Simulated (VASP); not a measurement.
## CdTe: single point with r2SCAN

CdTe:

```xyz
8
Lattice="-4.1345 4.1345 3.6087 4.1345 -4.1345 3.6087 4.1345 4.1345 -3.6087" Properties=species:S:1:pos:R:3 pbc="T T T"
Cd    0.0000    0.0000    1.8043
Cd    0.0000    0.0000    5.4130
Cd    0.0000    4.1345    1.8043
Cd    4.1345    0.0000    1.8043
Te    1.4802    5.6147    0.0000
Te    2.6543    1.4802    0.0000
Te    2.6543   -1.4802    3.6087
Te    1.4802    2.6543    3.6087
```

```
Program                : VASP 6.6.1
Task                   : single point
Functional             : r2SCAN
Potentials or basis    : VASP PAW PBE potentials, release 64 (Cd, Te)
Cutoff                 : 520 eV
k mesh                 : 4 × 4 × 4
Occupations            : fermi-dirac, width 0.1 eV
Spin                   : no spin polarisation
Dipole correction      : no
Further INCAR settings : ALGO = Normal; EDIFF = 1e-06; NBANDS = 46
```

```yaml
Pressure: -0.3 GPa
Largest_force: 1.105 eV/Å
Band_gap_on_the_k_mesh: zero (bands 36 and 37 overlap by 0.14 eV)
```

Forces in eV/Å, atoms in the order of the input:
```
Cd   0.000  0.000  0.000
Cd   0.000  0.000  0.000
Cd   0.000  0.000  0.000
Cd   0.000  0.000  0.000
Te   0.781  0.781  0.000
Te  -0.781  0.781  0.000
Te  -0.781 -0.781  0.000
Te   0.781 -0.781  0.000
```

Stress tensor (GPa, compression positive):
```
-0.97  0.00  0.00
 0.00 -0.97  0.00
 0.00  0.00  1.13
```

Levels at points of the mesh, in eV from the Fermi level:
```
           k point  band 32  band 33  band 34  band 35  band 36  band 37  band 38  band 39  band 40  band 41
(0.00, 0.00, 0.00)    -2.63    -1.21    -0.97    -0.29    -0.29    -0.22     0.00     3.71     4.38     4.84
(0.50, 0.00, 0.00)    -1.28    -0.90    -0.90    -0.59    -0.59     0.72     0.72     3.20     3.20     4.17
(0.50, 0.50, 0.00)    -0.83    -0.74    -0.66    -0.63    -0.35     0.61     0.99     3.11     3.21     3.43
(0.50, 0.50, 0.50)    -0.87    -0.87    -0.44    -0.44    -0.23     0.17     2.24     2.41     3.75     3.75
```

It took 11 min on 1 thread of Intel(R) Xeon(R) Platinum 8259CL CPU @ 2.50GHz (Skylake/Cascade Lake), with other jobs on the host, peak memory 0.48 GiB.

Caveat: semilocal functionals underestimate gaps, and a narrow one can read as zero; the PAW data sets were made with another functional, which shifts forces and pressure a little; spin-orbit coupling is left out, which moves the levels of the heavy elements.
